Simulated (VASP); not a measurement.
Here is a VASP 6.6.1 calculation.

INCAR

```
SYSTEM = YTl3Pb
PREC     = Accurate       ! precision mode
ENCUT    = 520            ! plane-wave cutoff, eV
EDIFF    = 1E-6           ! SCF threshold, eV
ISMEAR   = 0              ! smearing method
SIGMA    = 0.1            ! smearing width, eV
LREAL    = .FALSE.        ! projectors in reciprocal space
LASPH    = .TRUE.         ! aspherical terms in the spheres
NELM     = 100            ! most SCF steps
ALGO     = Normal         ! electronic algorithm
ISIF     = 2              ! what is computed and relaxed
LWAVE    = .FALSE.        ! write WAVECAR
LCHARG   = .FALSE.        ! write CHGCAR
GGA      = PE             ! functional
NBANDS   = 40             ! bands
```

The input KPOINTS:

```
regular mesh
0
G
  4 4 4
  0 0 0
```

POSCAR

```
YTl3Pb
1.0
    5.1587364768      0.0000000000      0.0000000000
    0.0000000000      5.1587364768      0.0000000000
    0.0000000000      0.0000000000      5.1587364768
Y Tl Pb
1 3 1
Direct
    0.0000000000      0.0000000000      0.0000000000
    0.0000000000      0.5000000000      0.5000000000
    0.5000000000      0.0000000000      0.5000000000
    0.5000000000      0.5000000000      0.0000000000
    0.5000000000      0.5000000000      0.5000000000
```

Potentials or basis: VASP PAW PBE potentials, release 64 (Y_sv, Tl_d, Pb_d).

Run with:

```bash
$ cat potpaw_PBE.64/Y_sv/POTCAR potpaw_PBE.64/Tl_d/POTCAR potpaw_PBE.64/Pb_d/POTCAR > POTCAR
$ mpirun -np 1 vasp_std > vasp.out
```

(1) What does it give for the band gap on the k mesh?

(2) What does it give for the pressure?

## Answers

(1) zero (bands 32 and 33 overlap by 1.60 eV).

(2) 22.3 GPa.

Caveat: the cell stands under pressure; spin-orbit coupling is left out, which moves the levels of the heavy elements.
